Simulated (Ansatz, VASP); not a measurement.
# Al2O3 in VASP and in Ansatz

Contents of INCAR:

```
ALGO = Normal
EDIFF = 1E-6
ENCUT = 520
GGA = PS
ISIF = 2
ISMEAR = -1
LASPH = T
LCHARG = F
LREAL = F
LWAVE = F
NBANDS = 20
NELM = 60
PREC = Accurate
SIGMA = 0.05
```

KPOINTS

```
k-points
0
Gamma
  10 10 4
```

The input POSCAR:

```
Al2O3
1.0
    3.0571908153      0.0000000000      0.0000000000
   -1.5285954077      2.6476049103      0.0000000000
    0.0000000000      0.0000000000      7.6743136961
Al O
2 3
Direct
    0.0000000000      0.0000000000      0.7220490000
    0.0000000000      0.0000000000      0.2779510000
    0.0000000000      0.0000000000      0.5000000000
    0.6666666667      0.3333333333      0.8005460000
    0.3333333333      0.6666666667      0.1994540000
```

input.yaml

```yaml
crystal:
  lattice:
    - [3.0571908153, 0.0, 0.0]
    - [-1.5285954077, 2.6476049103, 0.0]
    - [0.0, 0.0, 7.6743136961]
  atoms:
    - { symbol: Al, position: [0.0, 0.0, 0.722049] }
    - { symbol: Al, position: [0.0, 0.0, 0.277951] }
    - { symbol: O, position: [0.0, 0.0, 0.5] }
    - { symbol: O, position: [0.6666666667, 0.3333333333, 0.800546] }
    - { symbol: O, position: [0.3333333333, 0.6666666667, 0.199454] }
kpoints:
  mp_grid: { grid: [10, 10, 4] }
scf:
  occupations: { method: fermi_dirac, width: 0.05 }
hamiltonian:
  xc: pbesol
  pseudopotentials: { kind: all_electron, lapw: { basis_error: 0.002 } }
output:
  forces: true
  stress: true
  eigenvalues: true
```

Change from the starting cell: volume scaled by 1.04.

Alike in both runs: task single point; functional PBEsol; k mesh 10 × 10 × 4; occupations fermi-dirac, width 0.05 eV; no spin polarisation.

|  | VASP | Ansatz |
| --- | --- | --- |
| version | VASP 6.6.1 | Ansatz 0.2.0 |
| potentials or method | VASP PAW PBE potentials, release 64 (Al, O), cutoff 520 eV | all-electron LAPW, scalar-relativistic |

Ansatz gave:

| Quantity | Value |
| --- | --- |
| gap on the k mesh at the Fermi level (eV) | 1.97 |
| least direct gap on the mesh (eV) | 1.97 |
| pressure (GPa) | -9.3 |
| traceless stress, the component that is largest in VASP (GPa) | -0.41 |
| rms of the force components (eV/Å) | 0.253 |

Task: Estimate VASP's values.

Result: gap on the k mesh at the Fermi level (eV): 1.92; least direct gap on the mesh (eV): 1.92; pressure (GPa): -9.1; traceless stress, the component that is largest in VASP (GPa): -0.15; rms of the force components (eV/Å): 0.238.

VASP's potentials were made for PBE, not for PBEsol. Atom by atom the forces differ by 0.017 eV/Å (rms over components). Ansatz ran all-electron here, and VASP with PAW potentials.
